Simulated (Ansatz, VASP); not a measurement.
One calculation of RbCl, two programs

```
Rb Cl
1.0
     0.00000    3.32082    3.32082
     3.32082    0.00000    3.32082
     3.32082    3.32082    0.00000
Rb Cl
1 1
Direct
  0.00000 0.00000 0.00000
  0.50000 0.50000 0.50000
```

Change from the starting cell: volume scaled by 0.975.

Alike in both runs: task single point; functional PBE; k mesh 10 × 10 × 10; occupations fermi-dirac, width 0.05 eV; no spin polarisation.

|  | VASP | Ansatz |
| --- | --- | --- |
| version | VASP 6.6.1 | Ansatz 0.2.0 |
| potentials or method | VASP PAW PBE potentials, release 64 (Rb_sv, Cl), cutoff 500 eV | all-electron LAPW, scalar-relativistic |

|  | VASP | Ansatz | Ansatz less VASP |
| --- | --- | --- | --- |
| gap on the k mesh at the Fermi level (eV) | 4.91 | 4.91 | +0.003 |
| pressure (GPa) | 0.4 | 0.4 | +0.01 |

Ansatz ran all-electron here, and VASP with PAW potentials.
